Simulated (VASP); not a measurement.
# RuC4 (P-3m1) in VASP: a series of runs, part 3 of 3

VASP 6.6.1. The steps go on from the part before.

### Step 5. Relaxation of cell and atoms, PBE

This run uses another cell than the first one, of 11.57 Å³/atom, 1.471 times its volume.

INCAR

```
ALGO     = Normal         # electronic algorithm
EDIFF    = 1E-6           # SCF threshold, eV
EDIFFG   = -0.04          # ionic threshold
ENCUT    = 600            # plane-wave cutoff, eV
GGA      = PE             # functional
IBRION   = 2              # ionic algorithm
ISIF     = 3              # what is computed and relaxed
ISMEAR   = 0              # smearing method
LASPH    = T              # aspherical terms in the spheres
LCHARG   = F              # write CHGCAR
LREAL    = F              # projectors in reciprocal space
LWAVE    = F              # write WAVECAR
NELM     = 80             # most SCF steps
NSW      = 90             # ionic steps
PREC     = Accurate       # precision mode
SIGMA    = 0.1            # smearing width, eV
```

KPOINTS

```
k-points
0
Gamma
  6 6 2
```

POSCAR

```
RuC4
1.0
    2.7492913600      0.0000000000      0.0000000000
   -1.3746456800      2.3809561600      0.0000000000
    0.0000000000      0.0000000000      8.8402951900
Ru C
1 4
Direct
    0.0000000000      0.0000000000      0.0000000000
    0.3333333300      0.6666666700      0.8658552800
    0.3333333300      0.6666666700      0.3767953500
    0.6666666700      0.3333333300      0.1341447200
    0.6666666700      0.3333333300      0.6232046500
```

Started as:

```bash
$ cat potpaw_PBE.64/Ru_pv/POTCAR potpaw_PBE.64/C/POTCAR > POTCAR
$ mpirun -np 1 vasp_std > vasp.out
```

Wall time 9.2 min (1 thread of Intel Xeon 6975P-C (Granite Rapids), shared host); peak memory 0.22 GiB.

The run converged. Its results:

| Property | Result |
| --- | --- |
| Free energy | -43.7907 eV |
| Relaxed volume | 11.77 Å³/atom |
| Relaxed cell | a = 2.481 Å, b = 2.481 Å, c = 11.044 Å, α = 90.00°, β = 90.00°, γ = 120.00° |
| Space group after relaxing (to 0.05 Å) | P6/mmm (No. 191) |
| Energy gained by relaxing | 3117.7 meV/atom |
| Ionic steps | 79 |
| Pressure after relaxing | 0.0 GPa |
| Largest force after relaxing | 0.009 eV/Å |
| Band gap on the k mesh | zero (band 15 reaches 5.38 eV, above the bottom of band 16 at 3.69 eV) |

Forces in eV/Å, atoms in the order of the input:
```
Ru   0.000  0.000  0.000
C    0.000  0.000 -0.002
C    0.000  0.000  0.009
C    0.000  0.000  0.002
C    0.000  0.000 -0.009
```

Stress tensor (GPa, compression positive):
```
-0.15  0.00  0.00
 0.00 -0.15  0.00
 0.00  0.00  0.20
```

The path:
| step | energy change (eV) | largest force (eV/Å) | pressure (GPa) | volume (Å³) |
| --- | --- | --- | --- | --- |
| 1 | 0.0000 | 3.6059 | 4.58 | 57.87 |
| 3 | -0.6261 | 0.8183 | -18.13 | 60.48 |
| 5 | -3.5073 | 1.8447 | -13.77 | 45.38 |
| 7 | -3.9803 | 4.3351 | 12.81 | 40.36 |
| 9 | -4.9520 | 5.0552 | 93.44 | 31.29 |
| 11 | -5.2266 | 4.9739 | 79.03 | 32.07 |
| 13 | -5.6479 | 5.4339 | 90.31 | 31.19 |
| 15 | -7.5955 | 6.6284 | 50.67 | 33.24 |
| 17 | -10.0712 | 3.6895 | -28.84 | 42.24 |
| 19 | -11.1917 | 4.1698 | -17.19 | 40.15 |
| 21 | -10.4255 | 6.7997 | -15.37 | 42.00 |
| 23 | -13.4058 | 2.5940 | 1.46 | 39.86 |
| 25 | -14.2394 | 1.1480 | 19.96 | 40.21 |
| 27 | -14.5335 | 3.1728 | -0.98 | 48.39 |
| 29 | -15.0523 | 1.0625 | 2.49 | 47.13 |
| 31 | -15.3282 | 0.8967 | -4.59 | 52.06 |
| 33 | -15.4272 | 0.9187 | 5.38 | 52.85 |
| 35 | -15.5302 | 0.3935 | 1.93 | 56.16 |
| 37 | -15.5422 | 0.2314 | -1.57 | 57.49 |
| 39 | -15.5549 | 0.2357 | 0.09 | 58.17 |
| 41 | -15.5598 | 0.0553 | 1.82 | 58.53 |
| 43 | -15.5634 | 0.2072 | 0.29 | 59.45 |
| 45 | -15.5654 | 0.0843 | -0.49 | 59.78 |
| 47 | -15.5662 | 0.0616 | -0.08 | 59.79 |
| 49 | -15.5664 | 0.0665 | 0.15 | 59.80 |
| 51 | -15.5675 | 0.0976 | 0.50 | 59.94 |
| 53 | -15.5680 | 0.1005 | 0.24 | 60.05 |
| 55 | -15.5687 | 0.1125 | -0.90 | 60.51 |
| 57 | -15.5690 | 0.1046 | -0.72 | 60.45 |
| 59 | -15.5707 | 0.0520 | -0.82 | 60.72 |
| 61 | -15.5727 | 0.0679 | -0.17 | 60.97 |
| 63 | -15.5733 | 0.0421 | 0.08 | 60.90 |
| 65 | -15.5748 | 0.2238 | 0.09 | 60.63 |
| 67 | -15.5754 | 0.1721 | 0.03 | 60.68 |
| 69 | -15.5782 | 0.1626 | -0.61 | 60.53 |
| 71 | -15.5781 | 0.1195 | -3.16 | 59.93 |
| 73 | -15.5811 | 0.1355 | -1.87 | 60.17 |
| 75 | -15.5854 | 0.0742 | -1.39 | 59.66 |
| 77 | -15.5881 | 0.0308 | -0.62 | 58.87 |
| 79 | -15.5886 | 0.0095 | -0.03 | 58.86 |

Final structure:
```yaml
crystal:
  lattice:
    - [2.48073, 0.00000, 0.00000]
    - [-1.24036, 2.14837, 0.00000]
    - [0.00000, 0.00000, 11.04440]
  atoms:
    - { symbol: Ru, position: [0.00000, 0.00000, 0.00000] }
    - { symbol: C, position: [0.33333, 0.66667, 0.66015] }
    - { symbol: C, position: [0.33333, 0.66667, 0.33983] }
    - { symbol: C, position: [0.66667, 0.33333, 0.33985] }
    - { symbol: C, position: [0.66667, 0.33333, 0.66017] }
```

Levels at points of the mesh, in eV from the Fermi level:
```csv
k point,band 11,band 12,band 13,band 14,band 15,band 16,band 17,band 18,band 19
"(0.00, 0.00, 0.00)",-2.92,-2.92,-2.58,-2.35,-2.35,0.81,1.26,1.26,5.49
"(0.50, 0.00, 0.00)",-4.24,-2.46,-1.89,-0.20,0.19,1.55,2.09,3.27,3.99
"(0.00, 0.00, 0.50)",-2.92,-2.92,-2.52,-2.35,-2.35,0.63,1.26,1.26,6.09
"(0.50, 0.00, 0.50)",-4.25,-2.42,-1.94,-0.18,0.19,1.44,2.21,3.27,4.01
```

Caveat: the k points lie up to 0.49 Å⁻¹ apart in the final cell.

### Step 6. Summary

| task | cell | k mesh | cutoff (eV) | gap on the mesh (eV) | pressure (GPa) | largest force (eV/Å) |
| --- | --- | --- | --- | --- | --- | --- |
| single point | a = 2.710, b = 2.710, c = 6.186 Å, angles 90.0, 90.0, 120.0°, 5 atoms | 6 × 6 × 2 | 520 | none | 0.0 | 0.05 |
| single point | a = 2.749, b = 2.749, c = 8.840 Å, angles 90.0, 90.0, 120.0°, 5 atoms | 6 × 6 × 2 | 520 | none | 4.7 | 3.61 |
| single point | a = 2.703, b = 2.703, c = 6.204 Å, angles 90.0, 90.0, 120.0°, 5 atoms | 6 × 6 × 4 | 520 | none | 0.2 | 0.07 |
| relaxation of cell and atoms | relaxed from a = 2.749, b = 2.749, c = 8.840 Å, angles 90.0, 90.0, 120.0°, 5 atoms | 6 × 6 × 2 | 600 | none | 0.0 | 0.01 |

Alike in all rows: level PBE; potentials or basis VASP PAW PBE potentials, release 64 (Ru_pv, C); no spin polarisation; smearing gaussian 0.1 eV.

Caveats: all runs use coarse meshes; forces of over 1 eV/Å act on the atoms, so gaps and moduli don't describe the material at rest (some runs).

Total energies depend on the potentials used, so only differences within one code and one set of settings carry meaning.
